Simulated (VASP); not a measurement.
# Pt: single point with LDA

Slab: Pt, a slab with vacuum.

```
Pt
1.0
     2.75340    0.00000    0.00000
    -1.37670    2.38452    0.00000
     0.00000    0.00000   24.99260
Pt
5
Direct
  0.83333 0.16667 0.32061
  0.16667 0.83333 0.41101
  0.50000 0.50000 0.50000
  0.83333 0.16667 0.58899
  0.16667 0.83333 0.67939
```

| Property | Result |
| --- | --- |
| Program | VASP 6.6.1 |
| Task | single point |
| Functional | LDA |
| Potentials or basis | VASP PAW LDA potentials, release 64 (Pt) |
| Cutoff | 520 eV |
| k mesh | 17 × 17 × 1 |
| Occupations | fermi-dirac, width 0.05 eV |
| Spin | no spin polarisation |

```yaml
Largest_force: 0.028 eV/Å
Band_gap_on_the_k_mesh: zero (band 25 reaches 2.41 eV, above the bottom of band 26 at 0.82 eV)
```

Forces on the atoms (eV/Å):
```
Pt   0.000  0.000 -0.028
Pt   0.000  0.000 -0.016
Pt   0.000  0.000  0.000
Pt   0.000  0.000  0.016
Pt   0.000  0.000  0.028
```

Levels at points of the mesh, in eV from the Fermi level:
```tsv
k point	band 21	band 22	band 23	band 24	band 25	band 26	band 27	band 28	band 29	band 30
(0.00, 0.00, 0.00)	-1.74	-1.54	-1.54	-1.01	-1.01	-0.34	-0.34	-0.27	0.02	0.02
```

It took 8.3 min on 1 thread of AMD EPYC 7R13, on a shared host, peak memory 0.27 GiB.

Caveat: spin-orbit coupling is left out, which moves the levels of the heavy elements.
